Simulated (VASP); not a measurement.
# ZnS (F-43m) in VASP: further runs

ZnS is run at these levels: HF, HSE06; tasks: single point.

Everything below comes from runs of VASP 6.6.1. Logs are shortened: lines on timing, memory, paths and dates and some standing lists are left out, and cuts for length are marked.

## 1. The cell of the first run

It takes space group F-43m (No. 216, cubic). The conventional cell has a = 5.388 Å, b = 5.388 Å, c = 5.388 Å, α = 90.00°, β = 90.00°, γ = 90.00°. Zn (site symmetry -43m) has 4 S at 2.33 Å within 3.1 Å. S (site symmetry -43m) has 4 Zn at 2.33 Å within 3.1 Å.

## 2. Single point, HF

Contents of POSCAR:

```
ZnS
1.0
    0.0000000000      2.6940955616      2.6940955616
    2.6940955616      0.0000000000      2.6940955616
    2.6940955616      2.6940955616      0.0000000000
Zn S
1 1
Direct
    0.2500000000      0.2500000000      0.2500000000
    0.0000000000      0.0000000000      0.0000000000
```

Contents of INCAR.step1:

```
SYSTEM = ZnS
PREC     = Accurate       ! precision mode
ENCUT    = 520            ! plane-wave cutoff, eV
EDIFF    = 1E-5           ! SCF threshold, eV
ISMEAR   = 0              ! smearing method
SIGMA    = 0.01           ! smearing width, eV
LREAL    = .False.        ! projectors in reciprocal space
LASPH    = .True.         ! aspherical terms in the spheres
NELM     = 60             ! most SCF steps
ALGO     = Normal         ! electronic algorithm
ISIF     = 2              ! what is computed and relaxed
LWAVE    = .True.         ! write WAVECAR
GGA      = PE             ! functional
NBANDS   = 16             ! bands
```

Contents of INCAR.step2:

```
SYSTEM = ZnS
PREC     = Accurate       ! precision mode
ENCUT    = 520            ! plane-wave cutoff, eV
EDIFF    = 1E-6           ! SCF threshold, eV
ISMEAR   = 0              ! smearing method
SIGMA    = 0.01           ! smearing width, eV
LREAL    = .False.        ! projectors in reciprocal space
LASPH    = .True.         ! aspherical terms in the spheres
NELM     = 60             ! most SCF steps
ALGO     = Normal         ! electronic algorithm
ISIF     = 2              ! what is computed and relaxed
LWAVE    = .False.        ! write WAVECAR
LCHARG   = .True.         ! write CHGCAR
GGA      = PE             ! functional
LHFCALC  = .True.         ! exact exchange
AEXX     = 1.0            ! exact-exchange fraction
ALDAC    = 0.0          
AGGAC    = 0.0          
PRECFOCK = Normal       
LELF     = .True.         ! ELF
LVHAR    = .True.       
ISTART   = 1            
NBANDS   = 16             ! bands
```

Contents of KPOINTS:

```
Automatic mesh
0
Gamma
  6 6 6
  0 0 0
```

Potentials or basis: VASP PAW PBE potentials, release 64 (Zn, S).

Run with:

```bash
cat potpaw_PBE.64/Zn/POTCAR potpaw_PBE.64/S/POTCAR > POTCAR
cp INCAR.step1 INCAR
mpirun -np 1 vasp_std > vasp.out
cp INCAR.step2 INCAR
mpirun -np 1 vasp_std > vasp.out
```

OUTCAR:

```text
SYSTEM = ZnS
   PREC = Accurate
   ENCUT = 520
   EDIFF = 1E-6
   ISMEAR = 0
   LREAL = .False.
   LASPH = .True.
   NELM = 60
   ISIF = 2
   GGA = PE
   LHFCALC = .True.
   AEXX = 1.0
   PRECFOCK = Normal
   ISTART = 1

 ion  position               nearest neighbor table
   1  0.250  0.250  0.250-   2 2.33   2 2.33   2 2.33   2 2.33
   2  0.000  0.000  0.000-   1 2.33   1 2.33   1 2.33   1 2.33

  LATTYP: Found a face centered cubic cell.
 ALAT       =     5.3881911232

  Lattice vectors:

 A1 = (   0.0000000000,   2.6940955616,   2.6940955616)
 A2 = (   2.6940955616,   0.0000000000,   2.6940955616)
 A3 = (   2.6940955616,   2.6940955616,   0.0000000000)

Analysis of symmetry for initial positions (statically):
=====================================================================
 Subroutine PRICEL returns:
 Original cell was already a primitive cell.

 Routine SETGRP: Setting up the symmetry group for a
 face centered cubic supercell.

 Subroutine GETGRP returns: Found 24 space group operations
 (whereof 24 operations were pure point group operations)
 out of a pool of 48 trial point group operations.

The static configuration has the point symmetry T_d .

Analysis of symmetry for dynamics (positions and initial velocities):
=====================================================================
 Subroutine PRICEL returns:
 Original cell was already a primitive cell.

 Routine SETGRP: Setting up the symmetry group for a
 face centered cubic supercell.

 Subroutine GETGRP returns: Found 24 space group operations
 (whereof 24 operations were pure point group operations)
 out of a pool of 48 trial point group operations.

The dynamic configuration has the point symmetry T_d .

 Subroutine INISYM returns: Found 24 space group operations
 (whereof 24 operations are pure point group operations),
 and found     1 'primitive' translations

----------------------------------------------------------------------------------------

                                     Primitive cell

  volume of cell :      39.1083

  direct lattice vectors                    reciprocal lattice vectors
     0.000000000  2.694095562  2.694095562    -0.185591041  0.185591041  0.185591041
     2.694095562  0.000000000  2.694095562     0.185591041 -0.185591041  0.185591041
     2.694095562  2.694095562  0.000000000     0.185591041  0.185591041 -0.185591041

  length of vectors
     3.810026482  3.810026482  3.810026482     0.321453113  0.321453113  0.321453113

  position of ions in fractional coordinates (direct lattice)
     0.250000000  0.250000000  0.250000000
     0.000000000  0.000000000  0.000000000

  ion indices of the primitive-cell ions
   primitive index   ion index
                 1           1
                 2           2

----------------------------------------------------------------------------------------

 KPOINTS: Automatic mesh

Automatic generation of k-mesh.
 Grid dimensions read from file:
 generate k-points for:    6    6    6

 Generating k-lattice:

  Cartesian coordinates                     Fractional coordinates (reciprocal lattice)
    -0.030931840  0.030931840  0.030931840     0.166666667  0.000000000  0.000000000
     0.030931840 -0.030931840  0.030931840     0.000000000  0.166666667  0.000000000
     0.030931840  0.030931840 -0.030931840     0.000000000  0.000000000  0.166666667

  Length of vectors
     0.053575519  0.053575519  0.053575519

  Shift w.r.t. Gamma in fractional coordinates (k-lattice)
     0.000000000  0.000000000  0.000000000

 Subroutine IBZKPT returns following result:
 ===========================================

 Found     16 irreducible k-points:

 Following reciprocal coordinates:
            Coordinates               Weight
  0.000000  0.000000  0.000000      1.000000
  0.166667  0.000000  0.000000      8.000000
  0.333333  0.000000  0.000000      8.000000
  0.500000  0.000000  0.000000      4.000000
  0.166667  0.166667  0.000000      6.000000
  0.333333  0.166667  0.000000     24.000000
[... 8 lines left out ...]
 -0.333333  0.333333  0.166667     24.000000
 -0.333333  0.500000  0.166667     12.000000
   k-points           NKPTS =     16   k-points in BZ     NKDIM =    216   number of bands    NBANDS=     16
   number of dos      NEDOS =    301   number of ions     NIONS =      2
   total plane-waves  NPLWV =  21952
   dimension x,y,z NGX =    28 NGY =   28 NGZ =   28
   dimension x,y,z NGXF=    56 NGYF=   56 NGZF=   56
   ions per type =               1   1
   NGX,Y,Z   is equivalent  to a cutoff of  12.22, 12.22, 12.22 a.u.
   NGXF,Y,Z  is equivalent  to a cutoff of  24.43, 24.43, 24.43 a.u.
 SYSTEM =  ZnS
   PREC   = accura    normal or accurate (medium, high low for compatibility)
   ISTART =      1    job   : 0-new  1-cont  2-samecut
   ICHARG =      0    charge: 1-file 2-atom 10-const
   ISPIN  =      1    spin polarized calculation?
   LNONCOLLINEAR =      F non collinear calculations
   LSORBIT =      F    spin-orbit coupling
   LASPH  =      T    aspherical Exc in radial PAW
   ENCUT  =  520.0 eV  38.22 Ry    6.18 a.u.   7.08  7.08  7.08*2*pi/ulx,y,z
   NELM   =     60;   NELMIN=  2; NELMDL=  0     # of ELM steps
   EDIFF  = 0.1E-05   stopping-criterion for ELM
   LREAL  =      F    real-space projection
   EDIFFG = 0.1E-04   stopping-criterion for IOM
   NSW    =      0    number of steps for IOM
   IBRION =     -1    ionic relax: 0-MD 1-quasi-New 2-CG
   NFREE  =      0    steps in history (QN), initial steepest desc. (CG)
   ISIF   =      2    stress and relaxation
   ISYM   =      3    0-nonsym 1-usesym 2-fastsym
   POTIM  = 0.5000    time-step for ionic-motion
   TEBEG  =    0.0;   TEEND  =   0.0 temperature during run
   PSTRESS=    0.0 pullay stress
   NELECT =      18.0000    total number of electrons
   NUPDOWN=      -1.0000    fix difference up-down
   EMIN   =  10.00;   EMAX   =-10.00  energy-range for DOS
   EFERMI =   0.00;   METHOD = LEGACY
   ISMEAR =     0;   SIGMA  =   0.01  broadening in eV -4-tet -1-fermi 0-gaus
   EFERMI_NEDOS =   21; number of points for ismear=-14 and -15
   IALGO  =     38    algorithm
   IMIX   =      1    mixing-type and parameters
     AMIX     =   0.40;   BMIX     =  1.00
     AMIX_MAG =   1.60;   BMIX_MAG =  1.00
  volume/ion in A,a.u.               =      19.55       131.96
  Fermi-wavevector in a.u.,A,eV,Ry     =   1.263987  2.388589 21.737533  1.597664
  Thomas-Fermi vector in A             =   2.397316
   LORBIT       =      0    0 simple, 1 ext, 2 COOP (PROOUT), +10 PAW based schemes
   GGA     = PE    functional components
   LHFCALC =     T    Hartree Fock is set to
   PRECFOCK=normal    Normal, Fast or Accurate (Low or Medium for compatibility)
   ENCUT4O =  -1.0   cutoff for four orbital integrals eV
   NKREDX  =     1    reduce k-point grid by
   NKREDY  =     1    reduce k-point grid by
   NKREDZ  =     1    reduce k-point grid by
   AEXX    =    1.0000 exact exchange contribution
   HFSCREEN=    0.0000 screening length (either q_TF or 0.3 A-1)
   HFSCREENC=   0.0000 screening length for correlation (either q_TF or 0.3 A-1)
   ENCUTFOCK=  -1.0 apply spherical cutoff to Coloumb kernel
   IVDW    =     0    specifies the selected vdW correction
   LEPSILON=     F    determine dielectric tensor
   LRPA    =     F    only Hartree local field effects (RPA)
 non-spin polarized calculation
 Gauss-broadening in eV      SIGMA  =   0.01
  energy-cutoff  :      520.00
  volume of cell :       39.11
 maximum number of plane-waves:      1067
  NGX = 24; NGY = 24; NGZ = 24

 number of electron      18.0000006 magnetization

 Free energy of the ion-electron system (eV)
  ---------------------------------------------------
  ext. energy  EPLUGINS =         0.00000000
  ---------------------------------------------------
  free energy    TOTEN  =       -13.64489173 eV

  energy without entropy =      -13.64489173  energy(sigma->0) =      -13.64489173

 E-fermi :  -0.9285     XC(G=0):   0.0000

 val. band max:       -1.0251591254   @ k =   0.0000   0.0000   0.0000
 cond. band min:       9.2637777270   @ k =   0.0000   0.0000   0.0000
 fundamental gap:     10.2889368525
 Fermi energy:        -0.9285167124

 k-point     1 :       0.0000    0.0000    0.0000
  band No.  band energies     occupation
      1     -18.9732      2.00000
      2     -13.8429      2.00000
      3     -13.8429      2.00000
      4     -13.8429      2.00000
      5     -13.4545      2.00000
      6     -13.4545      2.00000
[... 8 lines left out ...]
     15      19.7353      0.00000
     16      20.2252      0.00000

 k-point     2 :       0.1667    0.0000    0.0000
  band No.  band energies     occupation
      1     -18.7190      2.00000
      2     -13.8157      2.00000
      3     -13.8157      2.00000
      4     -13.7551      2.00000
      5     -13.4566      2.00000
      6     -13.4566      2.00000
[... 8 lines left out ...]
     15      18.6033      0.00000
     16      20.4129      0.00000

 k-point     3 :       0.3333    0.0000    0.0000
  band No.  band energies     occupation
      1     -18.1738      2.00000
      2     -13.7685      2.00000
      3     -13.7685      2.00000
      4     -13.4518      2.00000
      5     -13.4518      2.00000
      6     -13.4168      2.00000
[... 8 lines left out ...]
     15      19.5579      0.00000
     16      19.5579      0.00000

 k-point     4 :       0.5000    0.0000    0.0000
  band No.  band energies     occupation
      1     -17.8848      2.00000
      2     -13.7499      2.00000
      3     -13.7499      2.00000
      4     -13.4435      2.00000
      5     -13.4435      2.00000
      6     -13.0742      2.00000
[... 8 lines left out ...]
     15      22.0581      0.00000
     16      22.0581      0.00000

 k-point     5 :       0.1667    0.1667    0.0000
  band No.  band energies     occupation
      1     -18.6349      2.00000
      2     -13.7893      2.00000
      3     -13.7893      2.00000
      4     -13.7628      2.00000
      5     -13.4706      2.00000
      6     -13.4427      2.00000
[... 8 lines left out ...]
     15      20.2022      0.00000
     16      22.6718      0.00000

 k-point     6 :       0.3333    0.1667    0.0000
  band No.  band energies     occupation
      1     -18.1860      2.00000
      2     -13.7548      2.00000
      3     -13.7364      2.00000
      4     -13.5650      2.00000
      5     -13.4342      2.00000
      6     -13.4180      2.00000
[... 8 lines left out ...]
     15      20.8099      0.00000
     16      21.9192      0.00000
[... 115 lines left out ...]
 k-point    13 :       0.5000    0.5000    0.0000
  band No.  band energies     occupation
      1     -17.5517      2.00000
      2     -13.6227      2.00000
      3     -13.6063      2.00000
      4     -13.6063      2.00000
      5     -13.4062      2.00000
      6     -12.9232      2.00000
[... 8 lines left out ...]
     15      22.3402      0.00000
     16      23.1375      0.00000

 k-point    14 :       0.5000    0.3333    0.1667
  band No.  band energies     occupation
      1     -17.8203      2.00000
      2     -13.7081      2.00000
      3     -13.6928      2.00000
      4     -13.5282      2.00000
      5     -13.4367      2.00000
      6     -13.1304      2.00000
[... 8 lines left out ...]
     15      22.7231      0.00000
     16      23.5778      0.00000

 k-point    15 :      -0.3333    0.3333    0.1667
  band No.  band energies     occupation
      1     -17.6366      2.00000
      2     -13.6974      2.00000
      3     -13.6700      2.00000
      4     -13.5027      2.00000
      5     -13.4501      2.00000
      6     -12.8701      2.00000
[... 8 lines left out ...]
     15      22.1456      0.00000
     16      23.4383      0.00000

 k-point    16 :      -0.3333    0.5000    0.1667
  band No.  band energies     occupation
      1     -17.5518      2.00000
      2     -13.6570      2.00000
      3     -13.6494      2.00000
      4     -13.5379      2.00000
      5     -13.4346      2.00000
      6     -12.8155      2.00000
[... 8 lines left out ...]
     15      22.9388      0.00000
     16      23.3069      0.00000

------------------------ aborting loop because EDIFF is reached ----------------------------------------

  FORCE on cell =-STRESS in cart. coord.  units (eV):
  Direction    XX          YY          ZZ          XY          YZ          ZX
  --------------------------------------------------------------------------------------
  -------------------------------------------------------------------------------------
  Total        2.1848687      2.1848687      2.1848687      0.0000000     -0.0000000      0.0000000
  in kB       89.5090479     89.5090479     89.5090479      0.0000000     -0.0000000      0.0000000
  external PRESSURE =      89.5090479 kB  Pullay stress =       0.0000000 kB

 VOLUME and BASIS-vectors are now :
 -----------------------------------------------------------------------------
  energy-cutoff  :      520.00
  volume of cell :       39.11
      direct lattice vectors                 reciprocal lattice vectors
     0.000000000  2.694095562  2.694095562    -0.185591041  0.185591041  0.185591041
     2.694095562  0.000000000  2.694095562     0.185591041 -0.185591041  0.185591041
     2.694095562  2.694095562  0.000000000     0.185591041  0.185591041 -0.185591041

 POSITION                                       TOTAL-FORCE (eV/Angst)
 -----------------------------------------------------------------------------------
      1.34705      1.34705      1.34705        -0.000000     -0.000000     -0.000000
      0.00000      0.00000      0.00000         0.000000      0.000000      0.000000
 -----------------------------------------------------------------------------------
    total drift:                               -0.000073     -0.000040     -0.000037

  FREE ENERGIE OF THE ION-ELECTRON SYSTEM (eV)
  ---------------------------------------------------
  free  energy   TOTEN  =       -13.6448917285 eV

  energy  without entropy=      -13.6448917285  energy(sigma->0) =      -13.64489173
```

Run time: 55 min. Hardware: 1 thread of Intel Xeon Platinum 8488C (Sapphire Rapids), shared host; peak memory 0.18 GiB.

Results:

```yaml
Free_energy: -13.6449 eV
Pressure: 9.0 GPa
Band_gap_on_the_k_mesh: 10.29 eV
```

Caveat: the cell stands under pressure; the PAW data sets were made with another functional, which shifts forces and pressure a little.

## 3. Single point, HSE06

POSCAR is that of step 2.

Contents of INCAR.step1:

```
PREC = Accurate ; ENCUT = 520
EDIFF = 1E-5 ; ISMEAR = 0
SIGMA = 0.01 ; LREAL = F
LASPH = T ; NELM = 80
ALGO = Normal ; ISIF = 2
LWAVE = T ; LCHARG = F
NBANDS = 16 ; GGA = PE
```

Contents of INCAR.step2:

```
PREC = Accurate ; ENCUT = 520
EDIFF = 1E-6 ; ISMEAR = 0
SIGMA = 0.01 ; LREAL = F
LASPH = T ; NELM = 80
ALGO = Normal ; ISIF = 2
LWAVE = F ; LCHARG = F
GGA = PE ; LHFCALC = T
HFSCREEN = 0.2079 ; PRECFOCK = Normal
NBANDS = 16 ; ISTART = 1
```

Contents of KPOINTS:

```
Automatic mesh
0
Gamma
  6 6 6
```

Potentials or basis: VASP PAW PBE potentials, release 64 (Zn, S).

Run with:

```bash
cat potpaw_PBE.64/Zn/POTCAR potpaw_PBE.64/S/POTCAR > POTCAR
cp INCAR.step1 INCAR
mpirun -np 1 vasp_std > vasp.out
cp INCAR.step2 INCAR
mpirun -np 1 vasp_std > vasp.out
```

Wall time 37 min (1 thread of AMD EPYC 7R13 (Zen 3), shared host); peak memory 0.24 GiB.

Results (log left out):

| Quantity | Value |
| --- | --- |
| Free energy | -8.3694 eV |
| Pressure | 1.6 GPa |
| Band gap on the k mesh | 3.37 eV |

Levels at points of the mesh, in eV from the valence-band top:
```
           k point  band 6  band 7  band 8  band 9  band 10  band 11  band 12  band 13
(0.00, 0.00, 0.00)   -7.42    0.00    0.00    0.00     3.37     7.68     7.68     7.68
(0.50, 0.00, 0.00)   -7.18   -5.66   -0.93   -0.93     4.56     8.18     8.18    10.25
(0.50, 0.50, 0.00)   -7.14   -5.03   -2.38   -2.38     4.36     5.25    12.62    13.76
```

Caveat: the PAW data sets were made with another functional, which shifts forces and pressure a little.
